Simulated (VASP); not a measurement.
Wanted: the native input for a VASP 6.6.1 run.

| Item | Value |
| --- | --- |
| Task | single point |
| Functional | PBE |
| Potentials or basis | VASP PAW PBE potentials, release 64 (Ga_d, Sb) |
| Cutoff | 520 eV |
| k mesh | 14 × 14 × 14 |
| Occupations | gaussian, width 0.15 eV |
| Spin | no spin polarisation |
| Dipole correction | no |
| Further INCAR settings | ALGO = Normal; EDIFF = 1e-06; NBANDS = 16 |

The structure of GaSb lies in POSCAR:

```
GaSb
1.0
    0.0000000000      3.1316032251      2.9686256755
    2.9686256755      0.0000000000      2.9686256755
    2.9686256755      3.1316032251      0.0000000000
Ga Sb
1 1
Direct
    0.0000000000      0.0000000000      0.0000000000
    0.7500000000      0.7500000000      0.7500000000
```

The input as run:

INCAR

```
SYSTEM = GaSb
  ALGO = Normal
  EDIFF = 1E-6
  ENCUT = 520
  GGA = PE
  ISIF = 2
  ISMEAR = 0
  LASPH = .TRUE.
  LCHARG = .FALSE.
  LREAL = .FALSE.
  LWAVE = .FALSE.
  NBANDS = 16
  NELM = 60
  PREC = Accurate
  SIGMA = 0.15
```

KPOINTS

```
k-points
0
G
  14 14 14
  0 0 0
```

Potentials or basis: VASP PAW PBE potentials, release 64 (Ga_d, Sb).

Run with:

```sh
$ cat potpaw_PBE.64/Ga_d/POTCAR potpaw_PBE.64/Sb/POTCAR > POTCAR
$ mpirun -np 1 vasp_std > vasp.out
```

It gave:

```yaml
Pressure: 4.6 GPa
Band_gap_on_the_k_mesh: 0.16 eV
```

Caveat: the cell stands under pressure; spin-orbit coupling is left out, which moves the levels of the heavy elements.

Run time: 50 s on 1 thread of Intel(R) Xeon(R) 6975P-C (Granite Rapids), on a shared host, peak memory 0.35 GiB.
